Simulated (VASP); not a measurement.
Wanted: the native input for a VASP 6.6.1 run.

```
Task                   : single point
Functional             : PBE
Dispersion             : D3(BJ)
Potentials or basis    : VASP PAW PBE potentials, release 64 (Hg)
Cutoff                 : 520 eV
k mesh                 : 15 × 15 × 8
Occupations            : gaussian, width 0.15 eV
Spin                   : no spin polarisation
Dipole correction      : no
Further INCAR settings : ALGO = Fast; EDIFF = 1e-06; NBANDS = 19
```

The structure of Hg lies in POSCAR:

```
Hg
1.0
    3.1846000000      0.0000000000      0.0000000000
   -1.5923000000      2.7579445009      0.0000000000
    0.0000000000      0.0000000000      5.2861746114
Hg
2
Direct
    0.6666666667      0.3333333333      0.7500000000
    0.3333333333      0.6666666667      0.2500000000
```

One way to write it, as run:

INCAR

```
SYSTEM = Hg
PREC = Accurate
ENCUT = 520
EDIFF = 1E-6
ISMEAR = 0
SIGMA = 0.15
LREAL = .False.
LASPH = .True.
NELM = 80
ALGO = Fast
ISIF = 2
LWAVE = .False.
LCHARG = .True.
GGA = PE
IVDW = 12
LELF = .True.
LVHAR = .True.
NBANDS = 19
```

KPOINTS

```
Automatic mesh
0
Gamma
  15 15 8
  0 0 0
```

Potentials or basis: VASP PAW PBE potentials, release 64 (Hg).

Command:

```console
$ cat potpaw_PBE.64/Hg/POTCAR > POTCAR
$ mpirun -np 1 vasp_std > vasp.out
```

Results of the run:

| Item | Value |
| --- | --- |
| Pressure | 2.9 GPa |
| Band gap on the k mesh | zero (bands 12 and 13 overlap by 1.86 eV) |
| Dispersion energy per atom | -0.451 eV |

Caveat: spin-orbit coupling is left out, which moves the levels of the heavy elements.

Wall time 26 s on 1 thread of Intel(R) Xeon(R) 6975P-C (Granite Rapids), on a shared host, peak memory 0.23 GiB.
